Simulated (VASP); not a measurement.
MgO: single point with r2SCAN

The system is MgO.

```
Mg O
1.0
     3.35132    0.00000    0.00000
    -1.67566    2.90232    0.00000
     0.00000    0.00000    5.04845
Mg O
2 2
Cartesian
  1.6757 0.9674 2.5351
  0.0000 1.9349 0.0109
  1.6757 0.9674 4.5559
  0.0000 1.9349 2.0317
```

```
Program                : VASP 6.6.1
Task                   : single point
Functional             : r2SCAN
Potentials or basis    : VASP PAW PBE potentials, release 64 (Mg, O)
Cutoff                 : 520 eV
k mesh                 : 9 × 9 × 6
Occupations            : fermi-dirac, width 0.05 eV
Spin                   : no spin polarisation
Dipole correction      : no
Further INCAR settings : ALGO = Normal; EDIFF = 1e-07; NBANDS = 16
```

| Quantity | Value |
| --- | --- |
| Pressure | -5.7 GPa |
| Largest force | 0.065 eV/Å |
| Band gap on the k mesh | 3.91 eV, direct |

Forces in eV/Å, atoms in the order of the input:
```
Mg   0.000  0.000  0.065
Mg   0.000  0.000  0.065
O    0.000  0.000 -0.065
O    0.000  0.000 -0.065
```

Stress tensor (GPa, compression positive):
```
-6.07  0.00  0.00
 0.00 -6.07  0.00
 0.00  0.00 -4.94
```

Levels at points of the mesh, in eV from the valence-band top:
```
           k point  band 5  band 6  band 7  band 8  band 9  band 10  band 11  band 12
(0.00, 0.00, 0.00)   -0.78   -0.44   -0.44    0.00    3.91     9.08    10.88    14.72
(0.00, 0.00, 0.50)   -0.61   -0.61   -0.61   -0.61    6.41     6.41    13.86    13.86
```

Wall time 2 min on 1 thread of AMD EPYC 9R45 96-Core Processor (Zen 5) (shared host), peak memory 0.17 GiB.

Caveat: the PAW data sets were made with another functional, which shifts forces and pressure a little. r2SCAN opens gaps a little over a GGA but as a rule still falls short of measured ones.
